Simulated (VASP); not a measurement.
# Co (Pm-3m) in VASP: notebook

The runs below take Co through relaxation of cell and atoms, with LDA.

Everything below comes from runs of VASP 6.6.1. Logs are shortened: lines on timing, memory, paths and dates and some standing lists are left out, and cuts for length are marked.

**1. The cell of the first run**

The structure is cubic, space group Pm-3m (No. 221). The conventional cell has a = 2.198 Å, b = 2.198 Å, c = 2.198 Å, α = 90.00°, β = 90.00°, γ = 90.00°. Within 2.9 Å of Co (site symmetry m-3m) lie 6 Co at 2.20 Å.

This isn't the form of Co at room conditions, which is hcp.

**2. Relaxation of cell and atoms, LDA, collinear spin, ferromagnetic start, target pressure 4.5 GPa, at which the enthalpy is minimised**

Input file INCAR:

```
SYSTEM = Co
ALGO     = Normal         ! electronic algorithm
EDIFF    = 1E-6           ! SCF threshold, eV
EDIFFG   = -0.005         ! ionic threshold
ENCUT    = 600            ! plane-wave cutoff, eV
IBRION   = 2              ! ionic algorithm
ISIF     = 3              ! what is computed and relaxed
ISMEAR   = -1             ! smearing method
ISPIN    = 2              ! spin polarisation
LASPH    = .TRUE.         ! aspherical terms in the spheres
LCHARG   = .FALSE.        ! write CHGCAR
LMAXMIX  = 4              ! l up to which the mixer works
LORBIT   = 11             ! projections on sites
LREAL    = .FALSE.        ! projectors in reciprocal space
LWAVE    = .FALSE.        ! write WAVECAR
MAGMOM   = 1.7            ! initial moments
NELM     = 150            ! most SCF steps
NSW      = 60             ! ionic steps
PREC     = Accurate       ! precision mode
PSTRESS  = 45.0         
SIGMA    = 0.08           ! smearing width, eV
```

Input file KPOINTS:

```
k-points
0
G
  17 17 17
  0 0 0
```

Input file POSCAR:

```
Co
1.0
    2.1975491136      0.0000000000      0.0000000000
    0.0000000000      2.1975491136      0.0000000000
    0.0000000000      0.0000000000      2.1975491136
Co
1
Direct
    0.0000000000      0.0000000000      0.0000000000
```

Potentials or basis: VASP PAW LDA potentials, release 64 (Co).

On the command line:

```
> cat potpaw_LDA.64/Co/POTCAR > POTCAR
> mpirun -np 1 vasp_std > vasp.out
```

OUTCAR:

```text
SYSTEM = Co
   EDIFF = 1E-6
   EDIFFG = -0.005
   ENCUT = 600
   IBRION = 2
   ISIF = 3
   ISMEAR = -1
   ISPIN = 2
   LASPH = .TRUE.
   LORBIT = 11
   LREAL = .FALSE.
   NELM = 150
   NSW = 60
   PREC = Accurate
   PSTRESS = 45.0

 ion  position               nearest neighbor table
   1  0.000  0.000  0.000-

  LATTYP: Found a simple cubic cell.
 ALAT       =     2.1975491136

  Lattice vectors:

 A1 = (   2.1975491136,   0.0000000000,   0.0000000000)
 A2 = (   0.0000000000,   2.1975491136,   0.0000000000)
 A3 = (   0.0000000000,   0.0000000000,   2.1975491136)

Analysis of symmetry for initial positions (statically):
=====================================================================
 Subroutine PRICEL returns:
 Original cell was already a primitive cell.

 Routine SETGRP: Setting up the symmetry group for a
 simple cubic supercell.

 Subroutine GETGRP returns: Found 48 space group operations
 (whereof 48 operations were pure point group operations)
 out of a pool of 48 trial point group operations.

The static configuration has the point symmetry O_h .

Analysis of symmetry for dynamics (positions and initial velocities):
=====================================================================
 Subroutine PRICEL returns:
 Original cell was already a primitive cell.

 Routine SETGRP: Setting up the symmetry group for a
 simple cubic supercell.

 Subroutine GETGRP returns: Found 48 space group operations
 (whereof 48 operations were pure point group operations)
 out of a pool of 48 trial point group operations.

The dynamic configuration has the point symmetry O_h .

Analysis of structural, dynamic, and magnetic symmetry:
=====================================================================
 Subroutine PRICEL returns:
 Original cell was already a primitive cell.

 Routine SETGRP: Setting up the symmetry group for a
 simple cubic supercell.

 Subroutine GETGRP returns: Found 48 space group operations
 (whereof 48 operations were pure point group operations)
 out of a pool of 48 trial point group operations.

The overall configuration has the point symmetry O_h .

 Subroutine INISYM returns: Found 48 space group operations
 (whereof 48 operations are pure point group operations),
 and found     1 'primitive' translations

----------------------------------------------------------------------------------------

                                     Primitive cell

  volume of cell :      10.6125

  direct lattice vectors                    reciprocal lattice vectors
     2.197549114  0.000000000  0.000000000     0.455052401  0.000000000  0.000000000
     0.000000000  2.197549114  0.000000000     0.000000000  0.455052401  0.000000000
     0.000000000  0.000000000  2.197549114     0.000000000  0.000000000  0.455052401

  length of vectors
     2.197549114  2.197549114  2.197549114     0.455052401  0.455052401  0.455052401

  position of ions in fractional coordinates (direct lattice)
     0.000000000  0.000000000  0.000000000

  ion indices of the primitive-cell ions
   primitive index   ion index
                 1           1

----------------------------------------------------------------------------------------

 KPOINTS: k-points

Automatic generation of k-mesh.
 Grid dimensions read from file:
 generate k-points for:   17   17   17

 Generating k-lattice:

  Cartesian coordinates                     Fractional coordinates (reciprocal lattice)
     0.026767788  0.000000000  0.000000000     0.058823529  0.000000000  0.000000000
     0.000000000  0.026767788  0.000000000     0.000000000  0.058823529  0.000000000
     0.000000000  0.000000000  0.026767788     0.000000000  0.000000000  0.058823529

  Length of vectors
     0.026767788  0.026767788  0.026767788

  Shift w.r.t. Gamma in fractional coordinates (k-lattice)
     0.000000000  0.000000000  0.000000000

 Subroutine IBZKPT returns following result:
 ===========================================

 Found    165 irreducible k-points:

 Following reciprocal coordinates:
            Coordinates               Weight
  0.000000  0.000000  0.000000      1.000000
  0.058824  0.000000  0.000000      6.000000
  0.117647  0.000000  0.000000      6.000000
  0.176471  0.000000  0.000000      6.000000
  0.235294  0.000000  0.000000      6.000000
  0.294118  0.000000  0.000000      6.000000
[... 16 lines left out ...]
  0.411765  0.117647  0.000000     24.000000
  0.470588  0.117647  0.000000     24.000000
 [... further k-points ...]
   k-points           NKPTS =    165   k-points in BZ     NKDIM =    165   number of bands    NBANDS=      9
   number of dos      NEDOS =    301   number of ions     NIONS =      1
   total plane-waves  NPLWV =   5832
   dimension x,y,z NGX =    18 NGY =   18 NGZ =   18
   dimension x,y,z NGXF=    36 NGYF=   36 NGZF=   36
   ions per type =               1
   NGX,Y,Z   is equivalent  to a cutoff of  13.62, 13.62, 13.62 a.u.
   NGXF,Y,Z  is equivalent  to a cutoff of  27.23, 27.23, 27.23 a.u.
 SYSTEM =  Co
   PREC   = accura    normal or accurate (medium, high low for compatibility)
   ISTART =      0    job   : 0-new  1-cont  2-samecut
   ICHARG =      2    charge: 1-file 2-atom 10-const
   ISPIN  =      2    spin polarized calculation?
   LNONCOLLINEAR =      F non collinear calculations
   LSORBIT =      F    spin-orbit coupling
   LASPH  =      T    aspherical Exc in radial PAW
   ENCUT  =  600.0 eV  44.10 Ry    6.64 a.u.   4.39  4.39  4.39*2*pi/ulx,y,z
   NELM   =    150;   NELMIN=  2; NELMDL= -5     # of ELM steps
   EDIFF  = 0.1E-05   stopping-criterion for ELM
   LREAL  =      F    real-space projection
   EDIFFG = -.5E-02   stopping-criterion for IOM
   NSW    =     60    number of steps for IOM
   IBRION =      2    ionic relax: 0-MD 1-quasi-New 2-CG
   NFREE  =      1    steps in history (QN), initial steepest desc. (CG)
   ISIF   =      3    stress and relaxation
   ISYM   =      2    0-nonsym 1-usesym 2-fastsym
   POTIM  = 0.5000    time-step for ionic-motion
   TEBEG  =    0.0;   TEEND  =   0.0 temperature during run
   PSTRESS=   45.0 pullay stress
   NELECT =       9.0000    total number of electrons
   NUPDOWN=      -1.0000    fix difference up-down
   EMIN   =  10.00;   EMAX   =-10.00  energy-range for DOS
   EFERMI =   0.00;   METHOD = LEGACY
   ISMEAR =    -1;   SIGMA  =   0.08  broadening in eV -4-tet -1-fermi 0-gaus
   EFERMI_NEDOS =   21; number of points for ismear=-14 and -15
   IALGO  =     38    algorithm
   IMIX   =      4    mixing-type and parameters
     AMIX     =   0.40;   BMIX     =  1.00
     AMIX_MAG =   1.60;   BMIX_MAG =  1.00
  volume/ion in A,a.u.               =      10.61        71.62
  Fermi-wavevector in a.u.,A,eV,Ry     =   1.549591  2.928302 32.670747  2.401232
  Thomas-Fermi vector in A             =   2.654376
   LORBIT       =     11    0 simple, 1 ext, 2 COOP (PROOUT), +10 PAW based schemes
   GGA     = CA    functional components
   LHFCALC =     F    Hartree Fock is set to
   AEXX    =    0.0000 exact exchange contribution
   IVDW    =     0    specifies the selected vdW correction
   LEPSILON=     F    determine dielectric tensor
   LRPA    =     F    only Hartree local field effects (RPA)
 conjugate gradient relaxation of ions
 spin polarized calculation
  energy-cutoff  :      600.00
  volume of cell :       10.61
 maximum number of plane-waves:       365
 NGX is ok and might be reduce to    18
   NGX =  9   NGY =  9   NGZ =  9

--------------------------------------- Ionic step        1  -------------------------------------------

 number of electron       9.0000009 magnetization       1.3794933

 Free energy of the ion-electron system (eV)
  ---------------------------------------------------
  ext. energy  EPLUGINS =         0.00000000
  ---------------------------------------------------
  free energy    TOTEN  =        -7.24165289 eV

  energy without entropy =       -7.21172510  energy(sigma->0) =       -7.22668899

 E-fermi :  10.5147     XC(G=0): -13.7562

 val. band max:       10.5075171022   @ k =   0.4118   0.4118   0.0000
 cond. band min:      10.5189344372   @ k =   0.2353   0.1765   0.0588
 fundamental gap:      0.0114173350
 Fermi energy:        10.5147008188

 spin component 1

 k-point     1 :       0.0000    0.0000    0.0000
  band No.  band energies     occupation
      1       1.3353      1.00000
      2       5.6756      1.00000
      3       5.6756      1.00000
      4      10.2204      0.97537
      5      10.2204      0.97537
      6      10.2204      0.97537
      7      31.8827      0.00000
      8      31.8827      0.00000
      9      31.8827      0.00000

 k-point     2 :       0.0588    0.0000    0.0000
  band No.  band energies     occupation
      1       1.4534      1.00000
      2       5.6955      1.00000
      3       5.7436      1.00000
      4      10.1629      0.98784
      5      10.1629      0.98784
      6      10.2249      0.97396
      7      30.4433      0.00000
      8      32.0488      0.00000
      9      32.0488      0.00000

 k-point     3 :       0.1176    0.0000    0.0000
  band No.  band energies     occupation
      1       1.8003      1.00000
      2       5.7528      1.00000
      3       5.9438      1.00000
      4      10.0009      0.99838
      5      10.0009      0.99838
      6      10.2380      0.96947
      7      27.8909      0.00000
      8      32.5372      0.00000
      9      32.5372      0.00000
[... 594 lines left out ...]
 VOLUME and BASIS-vectors are now :
 -----------------------------------------------------------------------------
  energy-cutoff  :      600.00
  volume of cell :       11.85
      direct lattice vectors                 reciprocal lattice vectors
     2.280106660 -0.000000000  0.000000000     0.438575974 -0.000000000 -0.000000000
     0.000000000  2.280106660 -0.000000000     0.000000000  0.438575974  0.000000000
     0.000000000 -0.000000000  2.280106660    -0.000000000  0.000000000  0.438575974

 POSITION                                       TOTAL-FORCE (eV/Angst)
 -----------------------------------------------------------------------------------
      0.00000      0.00000      0.00000         0.000000     -0.000000      0.000000
 -----------------------------------------------------------------------------------
    total drift:                                0.000000      0.000000      0.000000

  FREE ENERGIE OF THE ION-ELECTRON SYSTEM (eV)
  ---------------------------------------------------
  free  energy   TOTEN  =        -7.2679978303 eV

  energy  without entropy=       -7.2334483077  energy(sigma->0) =       -7.25072307

  enthalpy is  TOTEN    =        -6.9350567219 eV   P V=        0.3329411084

--------------------------------------- Ionic step        3  -------------------------------------------

 number of electron       8.9999990 magnetization       1.4433527

 Free energy of the ion-electron system (eV)
  ---------------------------------------------------
  ext. energy  EPLUGINS =         0.00000000
  ---------------------------------------------------
  free energy    TOTEN  =        -7.27520191 eV

  energy without entropy =       -7.24425314  energy(sigma->0) =       -7.25972752

 E-fermi :   9.7850     XC(G=0): -13.4705

 val. band max:        9.7836062040   @ k =   0.4706   0.3529   0.2941
 cond. band min:       9.7855288891   @ k =   0.4118   0.3529   0.0000
 fundamental gap:      0.0019226850
 Fermi energy:         9.7850148829

 spin component 1

 k-point     1 :       0.0000    0.0000    0.0000
  band No.  band energies     occupation
      1       0.9001      1.00000
      2       5.1674      1.00000
      3       5.1674      1.00000
      4       9.3773      0.99392
      5       9.3773      0.99392
      6       9.3773      0.99392
      7      30.4926      0.00000
      8      30.4926      0.00000
      9      30.4926      0.00000

 k-point     2 :       0.0588    0.0000    0.0000
  band No.  band energies     occupation
      1       1.0139      1.00000
      2       5.1858      1.00000
      3       5.2303      1.00000
      4       9.3245      0.99685
      5       9.3245      0.99685
      6       9.3815      0.99359
      7      29.0773      0.00000
      8      30.6515      0.00000
      9      30.6515      0.00000

 k-point     3 :       0.1176    0.0000    0.0000
  band No.  band energies     occupation
      1       1.3482      1.00000
      2       5.2390      1.00000
      3       5.4157      1.00000
      4       9.1754      0.99951
      5       9.1754      0.99951
      6       9.3936      0.99255
      7      26.5800      0.00000
      8      31.1190      0.00000
      9      31.1190      0.00000
[... 557 lines left out ...]
 VOLUME and BASIS-vectors are now :
 -----------------------------------------------------------------------------
  energy-cutoff  :      600.00
  volume of cell :       11.15
      direct lattice vectors                 reciprocal lattice vectors
     2.233878652 -0.000000000  0.000000000     0.447651890 -0.000000000 -0.000000000
     0.000000000  2.233878652 -0.000000000     0.000000000  0.447651890  0.000000000
     0.000000000 -0.000000000  2.233878652    -0.000000000  0.000000000  0.447651890

 POSITION                                       TOTAL-FORCE (eV/Angst)
 -----------------------------------------------------------------------------------
      0.00000      0.00000      0.00000         0.000000     -0.000000      0.000000
 -----------------------------------------------------------------------------------
    total drift:                                0.000000      0.000000      0.000000

  FREE ENERGIE OF THE ION-ELECTRON SYSTEM (eV)
  ---------------------------------------------------
  free  energy   TOTEN  =        -7.2752019092 eV

  energy  without entropy=       -7.2442531373  energy(sigma->0) =       -7.25972752

  enthalpy is  TOTEN    =        -6.9621036413 eV   P V=        0.3130982678

 reached required accuracy - stopping structural energy minimisation

 total charge

# of ion       s       p       d       tot
------------------------------------------
    1        0.542   0.484   7.401   8.427

 magnetization (x)

# of ion       s       p       d       tot
------------------------------------------
    1        0.006   0.003   1.422   1.431
```

It took 68 s on 1 thread of Intel Xeon Platinum 8488C (Sapphire Rapids), shared host; peak memory 0.15 GiB.

Results:

```
Free energy                                                : -7.2752 eV
Relaxed volume                                             : 11.15 Å³/atom
Relaxed cell                                               : a = 2.234 Å, b = 2.234 Å, c = 2.234 Å, α = 90.00°, β = 90.00°, γ = 90.00°
Space group after relaxing (to 0.1 Å)                      : Pm-3m (No. 221)
Energy change on relaxing (the run minimises the enthalpy) : -33.5 meV/atom
Ionic steps                                                : 3
Pressure after relaxing                                    : 4.4 GPa
Net moment                                                 : 1.44 μB per cell
Site moments                                               : Co +1.43 μB
Valence electrons inside the program's atomic spheres      : Co 8.43
```

The path:
```tsv
step	energy change (eV)	largest force (eV/Å)	pressure (GPa)	volume (Å³)
1	0.0000	0.0000	16.26	10.61
2	-0.0263	0.0000	-6.86	11.85
3	-0.0335	0.0000	4.43	11.15
```

Final structure:
```yaml
crystal:
  lattice:
    - [2.23388, 0.00000, 0.00000]
    - [0.00000, 2.23388, 0.00000]
    - [0.00000, 0.00000, 2.23388]
  atoms:
    - { symbol: Co, position: [0.00000, 0.00000, 0.00000] }
```

Caveat: the cell is relaxed towards a set pressure, so the run minimises the enthalpy, not the energy.

[end of part 1 of 2]
